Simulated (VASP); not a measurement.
# HfC (Fm-3m) in VASP: a series of runs

HfC is run at these levels: PBEsol; tasks: single point.

Program: VASP 6.6.1. These are calculated values, not measurements. Logs are shortened: lines on timing, memory, paths and dates and some standing lists are left out, and cuts for length are marked.

## (1) The cell of the first run

It takes space group Fm-3m (No. 225, cubic). Conventional cell: a = 4.524 Å, b = 4.524 Å, c = 4.524 Å, α = 90.00°, β = 90.00°, γ = 90.00°. Hf (site symmetry m-3m) has 6 C at 2.26 Å within 3.0 Å. Within 3.0 Å of C (site symmetry m-3m) lie 6 Hf at 2.26 Å.

## (2) Single point, PBEsol

Input file INCAR:

```
ALGO = Normal
EDIFF = 1E-6
ENCUT = 520
GGA = PS
ISIF = 2
ISMEAR = -1
LASPH = T
LCHARG = F
LREAL = F
LWAVE = F
NBANDS = 14
NELM = 80
PREC = Accurate
SIGMA = 0.1
```

Input file KPOINTS:

```
k-points
0
Gamma
  18 18 18
```

Input file POSCAR:

```
HfC
1.0
    0.0000000000      2.2622280453      2.2622280453
    2.2622280453      0.0000000000      2.2622280453
    2.2622280453      2.2622280453      0.0000000000
Hf C
1 1
Direct
    0.5000000000      0.5000000000      0.5000000000
    0.0000000000      0.0000000000      0.0000000000
```

Potentials or basis: VASP PAW PBE potentials, release 64 (Hf_pv, C).

The run is started by

```console
$ cat potpaw_PBE.64/Hf_pv/POTCAR potpaw_PBE.64/C/POTCAR > POTCAR
$ mpirun -np 1 vasp_std > vasp.out
```

OUTCAR:

```text
EDIFF = 1E-6
   ENCUT = 520
   GGA = PS
   ISIF = 2
   ISMEAR = -1
   LASPH = T
   LREAL = F
   NELM = 80
   PREC = Accurate

 ion  position               nearest neighbor table
   1  0.500  0.500  0.500-   2 2.26   2 2.26   2 2.26   2 2.26   2 2.26   2 2.26
   2  0.000  0.000  0.000-   1 2.26   1 2.26   1 2.26   1 2.26   1 2.26   1 2.26

  LATTYP: Found a face centered cubic cell.
 ALAT       =     4.5244560906

  Lattice vectors:

 A1 = (   0.0000000000,   2.2622280453,   2.2622280453)
 A2 = (   2.2622280453,   0.0000000000,   2.2622280453)
 A3 = (   2.2622280453,   2.2622280453,   0.0000000000)

Analysis of symmetry for initial positions (statically):
=====================================================================
 Subroutine PRICEL returns:
 Original cell was already a primitive cell.

 Routine SETGRP: Setting up the symmetry group for a
 face centered cubic supercell.

 Subroutine GETGRP returns: Found 48 space group operations
 (whereof 48 operations were pure point group operations)
 out of a pool of 48 trial point group operations.

The static configuration has the point symmetry O_h .

Analysis of symmetry for dynamics (positions and initial velocities):
=====================================================================
 Subroutine PRICEL returns:
 Original cell was already a primitive cell.

 Routine SETGRP: Setting up the symmetry group for a
 face centered cubic supercell.

 Subroutine GETGRP returns: Found 48 space group operations
 (whereof 48 operations were pure point group operations)
 out of a pool of 48 trial point group operations.

The dynamic configuration has the point symmetry O_h .

 Subroutine INISYM returns: Found 48 space group operations
 (whereof 48 operations are pure point group operations),
 and found     1 'primitive' translations

----------------------------------------------------------------------------------------

                                     Primitive cell

  volume of cell :      23.1547

  direct lattice vectors                    reciprocal lattice vectors
     0.000000000  2.262228045  2.262228045    -0.221021042  0.221021042  0.221021042
     2.262228045  0.000000000  2.262228045     0.221021042 -0.221021042  0.221021042
     2.262228045  2.262228045  0.000000000     0.221021042  0.221021042 -0.221021042

  length of vectors
     3.199273583  3.199273583  3.199273583     0.382819674  0.382819674  0.382819674

  position of ions in fractional coordinates (direct lattice)
     0.500000000  0.500000000  0.500000000
     0.000000000  0.000000000  0.000000000

  ion indices of the primitive-cell ions
   primitive index   ion index
                 1           1
                 2           2

----------------------------------------------------------------------------------------

 KPOINTS: k-points

Automatic generation of k-mesh.
 Grid dimensions read from file:
 generate k-points for:   18   18   18

 Generating k-lattice:

  Cartesian coordinates                     Fractional coordinates (reciprocal lattice)
    -0.012278947  0.012278947  0.012278947     0.055555556  0.000000000  0.000000000
     0.012278947 -0.012278947  0.012278947     0.000000000  0.055555556  0.000000000
     0.012278947  0.012278947 -0.012278947     0.000000000  0.000000000  0.055555556

  Length of vectors
     0.021267760  0.021267760  0.021267760

  Shift w.r.t. Gamma in fractional coordinates (k-lattice)
     0.000000000  0.000000000  0.000000000

 Subroutine IBZKPT returns following result:
 ===========================================

 Found    195 irreducible k-points:

 Following reciprocal coordinates:
            Coordinates               Weight
  0.000000  0.000000  0.000000      1.000000
  0.055556  0.000000  0.000000      8.000000
  0.111111  0.000000  0.000000      8.000000
  0.166667  0.000000  0.000000      8.000000
  0.222222  0.000000  0.000000      8.000000
  0.277778  0.000000  0.000000      8.000000
[... 16 lines left out ...]
 -0.277778  0.055556  0.000000     24.000000
 -0.222222  0.055556  0.000000     24.000000
 [... further k-points ...]
   k-points           NKPTS =    195   k-points in BZ     NKDIM =    195   number of bands    NBANDS=     14
   number of dos      NEDOS =    301   number of ions     NIONS =      2
   total plane-waves  NPLWV =  13824
   dimension x,y,z NGX =    24 NGY =   24 NGZ =   24
   dimension x,y,z NGXF=    48 NGYF=   48 NGZF=   48
   ions per type =               1   1
   NGX,Y,Z   is equivalent  to a cutoff of  12.47, 12.47, 12.47 a.u.
   NGXF,Y,Z  is equivalent  to a cutoff of  24.94, 24.94, 24.94 a.u.
 SYSTEM =  unknown system
   PREC   = accura    normal or accurate (medium, high low for compatibility)
   ISTART =      0    job   : 0-new  1-cont  2-samecut
   ICHARG =      2    charge: 1-file 2-atom 10-const
   ISPIN  =      1    spin polarized calculation?
   LNONCOLLINEAR =      F non collinear calculations
   LSORBIT =      F    spin-orbit coupling
   LASPH  =      T    aspherical Exc in radial PAW
   ENCUT  =  520.0 eV  38.22 Ry    6.18 a.u.   5.95  5.95  5.95*2*pi/ulx,y,z
   NELM   =     80;   NELMIN=  2; NELMDL= -5     # of ELM steps
   EDIFF  = 0.1E-05   stopping-criterion for ELM
   LREAL  =      F    real-space projection
   EDIFFG = 0.1E-04   stopping-criterion for IOM
   NSW    =      0    number of steps for IOM
   IBRION =     -1    ionic relax: 0-MD 1-quasi-New 2-CG
   NFREE  =      0    steps in history (QN), initial steepest desc. (CG)
   ISIF   =      2    stress and relaxation
   ISYM   =      2    0-nonsym 1-usesym 2-fastsym
   POTIM  = 0.5000    time-step for ionic-motion
   TEBEG  =    0.0;   TEEND  =   0.0 temperature during run
   PSTRESS=    0.0 pullay stress
   NELECT =      14.0000    total number of electrons
   NUPDOWN=      -1.0000    fix difference up-down
   EMIN   =  10.00;   EMAX   =-10.00  energy-range for DOS
   EFERMI =   0.00;   METHOD = LEGACY
   ISMEAR =    -1;   SIGMA  =   0.10  broadening in eV -4-tet -1-fermi 0-gaus
   EFERMI_NEDOS =   21; number of points for ismear=-14 and -15
   IALGO  =     38    algorithm
   IMIX   =      4    mixing-type and parameters
     AMIX     =   0.40;   BMIX     =  1.00
     AMIX_MAG =   1.60;   BMIX_MAG =  1.00
  volume/ion in A,a.u.               =      11.58        78.13
  Fermi-wavevector in a.u.,A,eV,Ry     =   1.384324  2.615993 26.073570  1.916353
  Thomas-Fermi vector in A             =   2.508839
   LORBIT       =      0    0 simple, 1 ext, 2 COOP (PROOUT), +10 PAW based schemes
   GGA     = PS    functional components
   LHFCALC =     F    Hartree Fock is set to
   AEXX    =    0.0000 exact exchange contribution
   IVDW    =     0    specifies the selected vdW correction
   LEPSILON=     F    determine dielectric tensor
   LRPA    =     F    only Hartree local field effects (RPA)
 non-spin polarized calculation
  energy-cutoff  :      520.00
  volume of cell :       23.15
 maximum number of plane-waves:       637
   NGX = 11   NGY = 11   NGZ = 11

 number of electron      13.9999999 magnetization

 Free energy of the ion-electron system (eV)
  ---------------------------------------------------
  ext. energy  EPLUGINS =         0.00000000
  ---------------------------------------------------
  free energy    TOTEN  =       -22.14356641 eV

  energy without entropy =      -22.13415390  energy(sigma->0) =      -22.13886015

 E-fermi :   6.4522     XC(G=0): -12.8297

 val. band max:        6.4519688472   @ k =   0.2778   0.2222   0.0000
 cond. band min:       6.4538882167   @ k =   0.4444   0.3889   0.0000
 fundamental gap:      0.0019193695
 Fermi energy:         6.4521573851

 k-point     1 :       0.0000    0.0000    0.0000
  band No.  band energies     occupation
      1     -22.6488      2.00000
      2     -22.6488      2.00000
      3     -22.6488      2.00000
      4      -6.2518      2.00000
      5       7.5251      0.00004
      6       7.5251      0.00004
      7       7.5251      0.00004
      8       7.8113      0.00000
      9       7.8113      0.00000
     10       7.8113      0.00000
     11      10.0703      0.00000
     12      10.0703      0.00000
     13      14.2877      0.00000
     14      17.6382      0.00000

 k-point     2 :       0.0556    0.0000    0.0000
  band No.  band energies     occupation
      1     -22.6795      2.00000
      2     -22.6516      2.00000
      3     -22.6516      2.00000
      4      -6.1618      2.00000
      5       6.8073      0.05576
      6       7.0369      0.00576
      7       7.0369      0.00576
      8       8.0319      0.00000
      9       8.0319      0.00000
     10       8.3323      0.00000
     11      10.5171      0.00000
     12      10.5171      0.00000
     13      14.4604      0.00000
     14      17.8853      0.00000

 k-point     3 :       0.1111    0.0000    0.0000
  band No.  band energies     occupation
      1     -22.7669      2.00000
      2     -22.6595      2.00000
      3     -22.6595      2.00000
      4      -5.8986      2.00000
      5       5.8362      1.99578
      6       6.2691      1.72359
      7       6.2691      1.72359
      8       8.3390      0.00000
      9       8.3390      0.00000
     10       8.7791      0.00000
     11      11.5093      0.00000
     12      11.5093      0.00000
     13      14.9255      0.00000
     14      18.5868      0.00000

 k-point     4 :       0.1667    0.0000    0.0000
  band No.  band energies     occupation
      1     -22.8979      2.00000
      2     -22.6717      2.00000
      3     -22.6717      2.00000
      4      -5.4813      2.00000
      5       4.8062      2.00000
      6       5.5027      1.99985
      7       5.5027      1.99985
      8       8.7672      0.00000
      9       8.7672      0.00000
     10       9.1133      0.00000
     11      12.7115      0.00000
     12      12.7115      0.00000
     13      15.5499      0.00000
     14      19.6166      0.00000

 k-point     5 :       0.2222    0.0000    0.0000
  band No.  band energies     occupation
      1     -23.0539      2.00000
      2     -22.6865      2.00000
      3     -22.6865      2.00000
      4      -4.9377      2.00000
      5       3.7761      2.00000
      6       4.8138      2.00000
      7       4.8138      2.00000
      8       9.3277      0.00000
      9       9.3277      0.00000
     10       9.4391      0.00000
     11      13.9991      0.00000
[... 276 lines left out ...]
 k-point    22 :      -0.3333    0.0556    0.0000
  band No.  band energies     occupation
      1     -23.3983      2.00000
      2     -22.7536      2.00000
      3     -22.7127      2.00000
      4      -3.3489      2.00000
      5       1.5194      2.00000
      6       3.5584      2.00000
      7       3.7813      2.00000
      8      10.4053      0.00000
      9      10.6349      0.00000
     10      11.6885      0.00000
     11      15.7799      0.00000
     12      16.4028      0.00000
     13      17.5955      0.00000
     14      20.6786      0.00000

 k-point    23 :      -0.2778    0.0556    0.0000
  band No.  band energies     occupation
      1     -23.2637      2.00000
      2     -22.7412      2.00000
      3     -22.6959      2.00000
      4      -4.0341      2.00000
      5       2.4007      2.00000
      6       3.9294      2.00000
      7       4.2134      2.00000
      8       9.8607      0.00000
      9       9.8843      0.00000
     10      10.9827      0.00000
     11      14.8681      0.00000
     12      16.4358      0.00000
     13      16.5966      0.00000
     14      20.6892      0.00000

 k-point    24 :      -0.2222    0.0556    0.0000
  band No.  band energies     occupation
      1     -23.1099      2.00000
      2     -22.7249      2.00000
      3     -22.6795      2.00000
      4      -4.6801      2.00000
      5       3.3437      2.00000
      6       4.4263      2.00000
      7       4.7449      2.00000
      8       9.2029      0.00000
      9       9.4586      0.00000
     10      10.2857      0.00000
     11      13.6340      0.00000
     12      15.1618      0.00000
     13      16.4636      0.00000
     14      20.7039      0.00000

 [... further k-points ...]

------------------------ aborting loop because EDIFF is reached ----------------------------------------

  FORCE on cell =-STRESS in cart. coord.  units (eV):
  Direction    XX          YY          ZZ          XY          YZ          ZX
  --------------------------------------------------------------------------------------
  -------------------------------------------------------------------------------------
  Total        2.1694382      2.1694382      2.1694382      0.0000000      0.0000000     -0.0000000
  in kB      150.1131469    150.1131469    150.1131469      0.0000000      0.0000000     -0.0000000
  external PRESSURE =     150.1131469 kB  Pullay stress =       0.0000000 kB

 VOLUME and BASIS-vectors are now :
 -----------------------------------------------------------------------------
  energy-cutoff  :      520.00
  volume of cell :       23.15
      direct lattice vectors                 reciprocal lattice vectors
     0.000000000  2.262228045  2.262228045    -0.221021042  0.221021042  0.221021042
     2.262228045  0.000000000  2.262228045     0.221021042 -0.221021042  0.221021042
     2.262228045  2.262228045  0.000000000     0.221021042  0.221021042 -0.221021042

 POSITION                                       TOTAL-FORCE (eV/Angst)
 -----------------------------------------------------------------------------------
      2.26223      2.26223      2.26223         0.000000     -0.000000     -0.000000
      0.00000      0.00000      0.00000        -0.000000      0.000000      0.000000
 -----------------------------------------------------------------------------------
    total drift:                                0.000000     -0.000000      0.000000

  FREE ENERGIE OF THE ION-ELECTRON SYSTEM (eV)
  ---------------------------------------------------
  free  energy   TOTEN  =       -22.1435664085 eV

  energy  without entropy=      -22.1341539003  energy(sigma->0) =      -22.13886015
```

Run time: 22 s. Hardware: 1 thread of Intel Xeon Platinum 8559C (Emerald Rapids), shared host; peak memory 0.19 GiB.

What came out:

| Property | Result |
| --- | --- |
| Free energy | -22.1436 eV |
| Pressure | 15.0 GPa |
| Band gap on the k mesh | zero (band 7 reaches 7.53 eV, above the bottom of band 8 at 6.04 eV) |

Caveat: the PAW data sets were made with another functional, which shifts forces and pressure a little; spin-orbit coupling is left out, which moves the levels of the heavy elements.

(Continued in part 2 of 3.)
